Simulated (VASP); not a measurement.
# TiC (Fm-3m) in VASP: further runs

TiC is run at these levels: PBE; tasks: single point, relaxation of cell and atoms.

Everything below comes from runs of VASP 6.6.1. Logs are shortened: lines on timing, memory, paths and dates and some standing lists are left out, and cuts for length are marked.

### Step 1. The cell of the first run

The structure is cubic, space group Fm-3m (No. 225). The conventional cell has a = 4.333 Å, b = 4.333 Å, c = 4.333 Å, α = 90.00°, β = 90.00°, γ = 90.00°. Ti (site symmetry m-3m) has 6 C at 2.17 Å within 2.9 Å. Within 2.9 Å of C (site symmetry m-3m) lie 6 Ti at 2.17 Å.

### Step 2. Single point, PBE

Contents of INCAR:

```
  PREC = Accurate
  ENCUT = 520
  EDIFF = 1E-7
  ISMEAR = -1
  SIGMA = 0.1
  LREAL = False
  LASPH = True
  NELM = 60
  ALGO = Normal
  ISIF = 2
  LWAVE = False
  LCHARG = False
  GGA = PE
  NBANDS = 15
```

Contents of KPOINTS:

```
Automatic mesh
0
Gamma
  11 11 11
```

Contents of POSCAR:

```
TiC
1.0
    0.0000000000      2.1664978657      2.1664978657
    2.1664978657      0.0000000000      2.1664978657
    2.1664978657      2.1664978657      0.0000000000
Ti C
1 1
Direct
    0.0000000000      0.0000000000      0.0000000000
    0.5000000000      0.5000000000      0.5000000000
```

Potentials or basis: VASP PAW PBE potentials, release 64 (Ti_sv, C).

The run is started by

```
$ cat potpaw_PBE.64/Ti_sv/POTCAR potpaw_PBE.64/C/POTCAR > POTCAR
$ mpirun -np 1 vasp_std > vasp.out
```

OUTCAR:

```text
PREC = Accurate
   ENCUT = 520
   EDIFF = 1E-7
   ISMEAR = -1
   LREAL = False
   LASPH = True
   NELM = 60
   ISIF = 2
   GGA = PE

 ion  position               nearest neighbor table
   1  0.000  0.000  0.000-   2 2.17   2 2.17   2 2.17   2 2.17   2 2.17   2 2.17
   2  0.500  0.500  0.500-   1 2.17   1 2.17   1 2.17   1 2.17   1 2.17   1 2.17

  LATTYP: Found a face centered cubic cell.
 ALAT       =     4.3329957314

  Lattice vectors:

 A1 = (   0.0000000000,   2.1664978657,   2.1664978657)
 A2 = (   2.1664978657,   0.0000000000,   2.1664978657)
 A3 = (   2.1664978657,   2.1664978657,   0.0000000000)

Analysis of symmetry for initial positions (statically):
=====================================================================
 Subroutine PRICEL returns:
 Original cell was already a primitive cell.

 Routine SETGRP: Setting up the symmetry group for a
 face centered cubic supercell.

 Subroutine GETGRP returns: Found 48 space group operations
 (whereof 48 operations were pure point group operations)
 out of a pool of 48 trial point group operations.

The static configuration has the point symmetry O_h .

Analysis of symmetry for dynamics (positions and initial velocities):
=====================================================================
 Subroutine PRICEL returns:
 Original cell was already a primitive cell.

 Routine SETGRP: Setting up the symmetry group for a
 face centered cubic supercell.

 Subroutine GETGRP returns: Found 48 space group operations
 (whereof 48 operations were pure point group operations)
 out of a pool of 48 trial point group operations.

The dynamic configuration has the point symmetry O_h .

 Subroutine INISYM returns: Found 48 space group operations
 (whereof 48 operations are pure point group operations),
 and found     1 'primitive' translations

----------------------------------------------------------------------------------------

                                     Primitive cell

  volume of cell :      20.3378

  direct lattice vectors                    reciprocal lattice vectors
     0.000000000  2.166497866  2.166497866    -0.230787211  0.230787211  0.230787211
     2.166497866  0.000000000  2.166497866     0.230787211 -0.230787211  0.230787211
     2.166497866  2.166497866  0.000000000     0.230787211  0.230787211 -0.230787211

  length of vectors
     3.063890665  3.063890665  3.063890665     0.399735175  0.399735175  0.399735175

  position of ions in fractional coordinates (direct lattice)
     0.000000000  0.000000000  0.000000000
     0.500000000  0.500000000  0.500000000

  ion indices of the primitive-cell ions
   primitive index   ion index
                 1           1
                 2           2

----------------------------------------------------------------------------------------

 KPOINTS: Automatic mesh

Automatic generation of k-mesh.
 Grid dimensions read from file:
 generate k-points for:   11   11   11

 Generating k-lattice:

  Cartesian coordinates                     Fractional coordinates (reciprocal lattice)
    -0.020980656  0.020980656  0.020980656     0.090909091  0.000000000  0.000000000
     0.020980656 -0.020980656  0.020980656     0.000000000  0.090909091  0.000000000
     0.020980656  0.020980656 -0.020980656     0.000000000  0.000000000  0.090909091

  Length of vectors
     0.036339561  0.036339561  0.036339561

  Shift w.r.t. Gamma in fractional coordinates (k-lattice)
     0.000000000  0.000000000  0.000000000

 Subroutine IBZKPT returns following result:
 ===========================================

 Found     56 irreducible k-points:

 Following reciprocal coordinates:
            Coordinates               Weight
  0.000000  0.000000  0.000000      1.000000
  0.090909  0.000000  0.000000      8.000000
  0.181818  0.000000  0.000000      8.000000
  0.272727  0.000000  0.000000      8.000000
  0.363636  0.000000  0.000000      8.000000
  0.454545  0.000000  0.000000      8.000000
[... 16 lines left out ...]
 -0.272727  0.181818  0.000000     24.000000
 -0.181818  0.181818  0.000000     12.000000
 [... further k-points ...]
   k-points           NKPTS =     56   k-points in BZ     NKDIM =     56   number of bands    NBANDS=     15
   number of dos      NEDOS =    301   number of ions     NIONS =      2
   total plane-waves  NPLWV =  13824
   dimension x,y,z NGX =    24 NGY =   24 NGZ =   24
   dimension x,y,z NGXF=    48 NGYF=   48 NGZF=   48
   ions per type =               1   1
   NGX,Y,Z   is equivalent  to a cutoff of  13.02, 13.02, 13.02 a.u.
   NGXF,Y,Z  is equivalent  to a cutoff of  26.04, 26.04, 26.04 a.u.
 SYSTEM =  unknown system
   PREC   = accura    normal or accurate (medium, high low for compatibility)
   ISTART =      0    job   : 0-new  1-cont  2-samecut
   ICHARG =      2    charge: 1-file 2-atom 10-const
   ISPIN  =      1    spin polarized calculation?
   LNONCOLLINEAR =      F non collinear calculations
   LSORBIT =      F    spin-orbit coupling
   LASPH  =      T    aspherical Exc in radial PAW
   ENCUT  =  520.0 eV  38.22 Ry    6.18 a.u.   5.70  5.70  5.70*2*pi/ulx,y,z
   NELM   =     60;   NELMIN=  2; NELMDL= -5     # of ELM steps
   EDIFF  = 0.1E-06   stopping-criterion for ELM
   LREAL  =      F    real-space projection
   EDIFFG = 0.1E-05   stopping-criterion for IOM
   NSW    =      0    number of steps for IOM
   IBRION =     -1    ionic relax: 0-MD 1-quasi-New 2-CG
   NFREE  =      0    steps in history (QN), initial steepest desc. (CG)
   ISIF   =      2    stress and relaxation
   ISYM   =      2    0-nonsym 1-usesym 2-fastsym
   POTIM  = 0.5000    time-step for ionic-motion
   TEBEG  =    0.0;   TEEND  =   0.0 temperature during run
   PSTRESS=    0.0 pullay stress
   NELECT =      16.0000    total number of electrons
   NUPDOWN=      -1.0000    fix difference up-down
   EMIN   =  10.00;   EMAX   =-10.00  energy-range for DOS
   EFERMI =   0.00;   METHOD = LEGACY
   ISMEAR =    -1;   SIGMA  =   0.10  broadening in eV -4-tet -1-fermi 0-gaus
   EFERMI_NEDOS =   21; number of points for ismear=-14 and -15
   IALGO  =     38    algorithm
   IMIX   =      4    mixing-type and parameters
     AMIX     =   0.40;   BMIX     =  1.00
     AMIX_MAG =   1.60;   BMIX_MAG =  1.00
  volume/ion in A,a.u.               =      10.17        68.62
  Fermi-wavevector in a.u.,A,eV,Ry     =   1.511286  2.855916 31.075494  2.283984
  Thomas-Fermi vector in A             =   2.621363
   LORBIT       =      0    0 simple, 1 ext, 2 COOP (PROOUT), +10 PAW based schemes
   GGA     = PE    functional components
   LHFCALC =     F    Hartree Fock is set to
   AEXX    =    0.0000 exact exchange contribution
   IVDW    =     0    specifies the selected vdW correction
   LEPSILON=     F    determine dielectric tensor
   LRPA    =     F    only Hartree local field effects (RPA)
 non-spin polarized calculation
  energy-cutoff  :      520.00
  volume of cell :       20.34
 maximum number of plane-waves:       560
   NGX = 11   NGY = 11   NGZ = 11

 number of electron      16.0000000 magnetization

 Free energy of the ion-electron system (eV)
  ---------------------------------------------------
  ext. energy  EPLUGINS =         0.00000000
  ---------------------------------------------------
  free energy    TOTEN  =       -18.71409320 eV

  energy without entropy =      -18.70392483  energy(sigma->0) =      -18.70900901

 E-fermi :   9.4175     XC(G=0): -12.6925

 val. band max:        9.3261079760   @ k =   0.4545   0.4545   0.0000
 cond. band min:       9.5545870488   @ k =   0.0909   0.0000   0.0000
 fundamental gap:      0.2284790727
 Fermi energy:         9.4175372323

 k-point     1 :       0.0000    0.0000    0.0000
  band No.  band energies     occupation
      1     -47.1928      2.00000
      2     -23.2175      2.00000
      3     -23.2175      2.00000
      4     -23.2175      2.00000
      5      -2.9924      2.00000
      6      10.0925      0.00234
      7      10.0925      0.00234
      8      10.0925      0.00234
      9      11.0751      0.00000
     10      11.0751      0.00000
     11      11.0751      0.00000
     12      11.1099      0.00000
     13      11.1099      0.00000
     14      19.8658      0.00000
     15      23.4277      0.00000

 k-point     2 :       0.0909    0.0000    0.0000
  band No.  band energies     occupation
      1     -47.1871      2.00000
      2     -23.2581      2.00000
      3     -23.2213      2.00000
      4     -23.2213      2.00000
      5      -2.8066      2.00000
      6       9.2787      1.60052
      7       9.5546      0.40508
      8       9.5546      0.40508
      9      10.4169      0.00009
     10      10.4169      0.00009
     11      11.4688      0.00000
     12      12.5758      0.00000
     13      12.5758      0.00000
     14      20.1881      0.00000
     15      23.4825      0.00000

 k-point     3 :       0.1818    0.0000    0.0000
  band No.  band energies     occupation
      1     -47.1718      2.00000
      2     -23.3658      2.00000
      3     -23.2316      2.00000
      4     -23.2315      2.00000
      5      -2.2735      2.00000
      6       7.8404      2.00000
      7       8.4219      1.99991
      8       8.4219      1.99991
      9      10.7597      0.00000
     10      10.7597      0.00000
     11      11.9031      0.00000
     12      14.1222      0.00000
     13      14.1222      0.00000
     14      20.7140      0.00000
     15      23.4541      0.00000
[... 343 lines left out ...]
 k-point    23 :      -0.2727    0.1818    0.0000
  band No.  band energies     occupation
      1     -47.1276      2.00000
      2     -23.5684      2.00000
      3     -23.3626      2.00000
      4     -23.2552      2.00000
      5      -0.5343      2.00000
      6       5.1803      2.00000
      7       6.8727      2.00000
      8       6.9220      2.00000
      9      11.4105      0.00000
     10      12.3547      0.00000
     11      13.1642      0.00000
     12      14.5139      0.00000
     13      17.2976      0.00000
     14      20.4570      0.00000
     15      23.0015      0.00000

 k-point    24 :      -0.1818    0.1818    0.0000
  band No.  band energies     occupation
      1     -47.1448      2.00000
      2     -23.4879      2.00000
      3     -23.3240      2.00000
      4     -23.2372      2.00000
      5      -1.2750      2.00000
      6       6.1572      2.00000
      7       7.2382      2.00000
      8       7.4700      2.00000
      9      10.9441      0.00000
     10      12.0463      0.00000
     11      12.9647      0.00000
     12      13.7512      0.00000
     13      16.6394      0.00000
     14      21.1706      0.00000
     15      22.8771      0.00000

 [... further k-points ...]

------------------------ aborting loop because EDIFF is reached ----------------------------------------

  FORCE on cell =-STRESS in cart. coord.  units (eV):
  Direction    XX          YY          ZZ          XY          YZ          ZX
  --------------------------------------------------------------------------------------
  -------------------------------------------------------------------------------------
  Total        0.0299960      0.0299960      0.0299960      0.0000000     -0.0000000      0.0000000
  in kB        2.3630283      2.3630283      2.3630283      0.0000000     -0.0000000      0.0000000
  external PRESSURE =       2.3630283 kB  Pullay stress =       0.0000000 kB

 VOLUME and BASIS-vectors are now :
 -----------------------------------------------------------------------------
  energy-cutoff  :      520.00
  volume of cell :       20.34
      direct lattice vectors                 reciprocal lattice vectors
     0.000000000  2.166497866  2.166497866    -0.230787211  0.230787211  0.230787211
     2.166497866  0.000000000  2.166497866     0.230787211 -0.230787211  0.230787211
     2.166497866  2.166497866  0.000000000     0.230787211  0.230787211 -0.230787211

 POSITION                                       TOTAL-FORCE (eV/Angst)
 -----------------------------------------------------------------------------------
      0.00000      0.00000      0.00000         0.000000      0.000000      0.000000
      2.16650      2.16650      2.16650         0.000000      0.000000      0.000000
 -----------------------------------------------------------------------------------
    total drift:                                0.000000     -0.000000     -0.000000

  FREE ENERGIE OF THE ION-ELECTRON SYSTEM (eV)
  ---------------------------------------------------
  free  energy   TOTEN  =       -18.7140932044 eV

  energy  without entropy=      -18.7039248251  energy(sigma->0) =      -18.70900901
```

Wall time 26 s (1 thread of AMD EPYC 7R13, shared host); peak memory 0.12 GiB.

Results:

* Free energy: -18.7141 eV
* Pressure: 0.2 GPa
* Band gap on the k mesh: zero (band 8 reaches 10.09 eV, above the bottom of band 9 at 8.99 eV)

[end of part 1 of 2]
